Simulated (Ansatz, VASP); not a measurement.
## BeTe: VASP beside Ansatz

Contents of POSCAR:

```
BeTe
1.0
    0.0000000000      2.7700000000      2.7700000000
    2.7700000000      0.0000000000      2.7700000000
    2.7700000000      2.7700000000      0.0000000000
Be Te
1 1
Direct
    0.0000000000      0.0000000000      0.0000000000
    0.7500000000      0.7500000000      0.7500000000
```

INCAR.step1

```
SYSTEM = BeTe
PREC = Accurate ; ENCUT = 600
ISMEAR = -1 ; SIGMA = 0.1
LREAL = .False. ; LASPH = .True.
NELM = 100 ; GGA = PE
ALGO = Normal ; EDIFF = 1E-4
LWAVE = .True. ; LCHARG = .False.
```

Contents of INCAR.step2:

```
SYSTEM = BeTe
PREC = Accurate ; ENCUT = 600
EDIFF = 1E-7 ; ISMEAR = -1
SIGMA = 0.1 ; LREAL = .False.
LASPH = .True. ; NELM = 100
ALGO = Normal ; ISIF = 3
LWAVE = .False. ; LCHARG = .False.
METAGGA = R2SCAN ; LMIXTAU = .True.
IBRION = 2 ; NSW = 100
EDIFFG = -0.002 ; ISTART = 1
```

KPOINTS

```
Automatic mesh
0
Gamma
  10 10 10
  0 0 0
```

Input for Ansatz:

```yaml
crystal:
  lattice:
    - [0.0, 2.77, 2.77]
    - [2.77, 0.0, 2.77]
    - [2.77, 2.77, 0.0]
  atoms:
    - { symbol: Be, position: [0.0, 0.0, 0.0] }
    - { symbol: Te, position: [0.75, 0.75, 0.75] }
kpoints:
  mp_grid: { grid: [10, 10, 10] }
scf:
  occupations: { method: fermi_dirac, width: 0.1 }
hamiltonian:
  xc: r2scan
  pseudopotentials: { kind: paw }
relax:
  f_tol: 0.002
  max_steps: 80
  cell: {}
output:
  forces: true
  stress: true
```

Alike in both runs: task relaxation of cell and atoms; functional r2SCAN; k mesh 10 × 10 × 10; occupations fermi-dirac, width 0.1 eV; no spin polarisation.

|  | VASP | Ansatz |
| --- | --- | --- |
| version | VASP 6.6.1 | Ansatz 0.2.0 |
| potentials or method | VASP PAW PBE potentials, release 64 (Be, Te) | PAW with Ansatz's default frozen-core files, scalar-relativistic |
| plane-wave cutoff (eV) | 600 | 500 |
| valence electrons in the cell | 8 | 18 |

```tsv
	VASP	Ansatz	Ansatz less VASP
relaxed volume (Å³/atom)	22.69	22.63	-0.065
relaxed length of the cell vector where the two differ most in proportion (Å)	4.004	4.000	-0.0038
```

VASP's potentials were made for PBE, not for r2SCAN. VASP's potentials hold 8 valence electrons a cell and Ansatz's 18, so a difference there can come from the potentials and not from the codes.

Spin-orbit coupling is off throughout.
